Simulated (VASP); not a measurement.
Wanted: the native input for a VASP 6.6.1 run.

| Quantity | Value |
| --- | --- |
| Task | single point |
| Functional | r2SCAN |
| Potentials or basis | VASP PAW PBE potentials, release 64 (Hf_pv, O) |
| Cutoff | 520 eV |
| k mesh | 7 × 7 × 3 |
| Occupations | gaussian, width 0.05 eV |
| Spin | no spin polarisation |
| Dipole correction | no |
| Further INCAR settings | ALGO = Normal; EDIFF = 1e-06; NBANDS = 43 |

Crystal: HfO2.

```xyz
9
Lattice="2.5292 -2.5292 0.0000 2.5292 0.0000 -2.5292 9.6953 2.7398 2.7398" Properties=species:S:1:pos:R:3 pbc="T T T"
Hf    3.5831    3.5831    3.5831
Hf    3.5831    1.0539    1.0539
Hf    3.5831   -1.4753   -1.4753
O     4.8476   -0.2107   -0.2107
O     7.3768    2.3185    4.8476
O     4.8476    2.3185    2.3185
O     7.3768    2.3185    2.3185
O     4.8476   -0.2107    2.3185
O     2.3185   -0.2107   -0.2107
```

These files were run (other wordings do the same):

POSCAR

```
HfO2
1.0
    2.5291609878     -2.5291609878      0.0000000000
    2.5291609878      0.0000000000     -2.5291609878
    9.6952857306      2.7398400981      2.7398400981
Hf O
3 6
Direct
   -0.6493444450     -0.6493444450      0.7083500000
   -0.0104444450     -0.0104444450      0.3750166667
    0.6284555550      0.6284555550      0.0416833333
    0.3992805550      0.3992805550      0.2916833333
    0.1214805550     -0.8785194450      0.9583500000
   -0.2396194450     -0.2396194450      0.6250166667
   -0.0590694450     -0.0590694450      0.7916833333
    0.5798305550     -0.4201694450      0.4583500000
    0.2187305550      0.2187305550      0.1250166667
```

INCAR.step1

```
PREC = Accurate
ENCUT = 520
ISMEAR = 0
SIGMA = 0.05
LREAL = F
LASPH = T
NELM = 100
NBANDS = 43
GGA = PE
ALGO = Normal
EDIFF = 1E-4
LWAVE = T
LCHARG = F
```

INCAR.step2

```
PREC = Accurate
ENCUT = 520
EDIFF = 1E-6
ISMEAR = 0
SIGMA = 0.05
LREAL = F
LASPH = T
NELM = 100
ALGO = Normal
ISIF = 2
LWAVE = F
LCHARG = F
METAGGA = R2SCAN
LMIXTAU = T
NBANDS = 43
ISTART = 1
```

KPOINTS

```
regular mesh
0
Gamma
  7 7 3
```

Potentials or basis: VASP PAW PBE potentials, release 64 (Hf_pv, O).

Command:

```sh
$ cat potpaw_PBE.64/Hf_pv/POTCAR potpaw_PBE.64/O/POTCAR > POTCAR
$ cp INCAR.step1 INCAR
$ mpirun -np 1 vasp_std > vasp.out
$ cp INCAR.step2 INCAR
$ mpirun -np 1 vasp_std > vasp.out
```

Results of the run:

```json
{"Pressure": "1.0 GPa", "Largest force": "4.269 eV/Å", "Band gap on the k mesh": "3.75 eV, indirect (least direct gap 4.10 eV)"}
```

Caveat: the PAW data sets were made with another functional, which shifts forces and pressure a little; spin-orbit coupling is left out, which moves the levels of the heavy elements.

Run time: 36 min on 1 thread of AMD EPYC 7R13, with other jobs on the host, peak memory 0.31 GiB.
